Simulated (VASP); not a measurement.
# MgS: single point with PBEsol

The system is MgS.

```
Mg S
1.0
     0.00000    2.56263    2.56263
     2.56263    0.00000    2.56263
     2.56263    2.56263    0.00000
Mg S
1 1
Cartesian
  0.0000 0.0000 0.0000
  2.5626 2.5626 2.5626
```

This cell differs from its parent crystal: strain -0.015 along x and y, -0.015 along z.

```json
{
 "Program": "VASP 6.6.1",
 "Task": "single point",
 "Functional": "PBEsol",
 "Potentials or basis": "VASP PAW PBE potentials, release 64 (Mg, S)",
 "Cutoff": "520 eV",
 "k mesh": "8 × 8 × 8",
 "Occupations": "gaussian, width 0.05 eV",
 "Spin": "no spin polarisation",
 "Dipole correction": "no",
 "Further INCAR settings": "ALGO = Normal; EDIFF = 1e-06; NBANDS = 11"
}
```

```
Pressure               : 2.6 GPa
Band gap on the k mesh : 2.80 eV, indirect (least direct gap 3.96 eV)
```

Levels at points of the mesh, in eV from the valence-band top:
```
           k point  band 2  band 3  band 4  band 5  band 6  band 7
(0.00, 0.00, 0.00)    0.00    0.00    0.00    3.96    7.82    7.82
(0.50, 0.00, 0.00)   -5.14   -0.65   -0.65    4.46    6.88    6.88
(0.50, 0.50, 0.00)   -4.51   -1.81   -1.81    2.80    4.10   12.32
```

Wall time 8.6 s on 1 thread of Intel Xeon 6975P-C, with other jobs on the host, peak memory 0.16 GiB.

Caveat: the cell differs from its parent crystal (strain -0.015 along x and y, -0.015 along z); the PAW data sets were made with another functional, which shifts forces and pressure a little. A k mesh can miss the band edges.
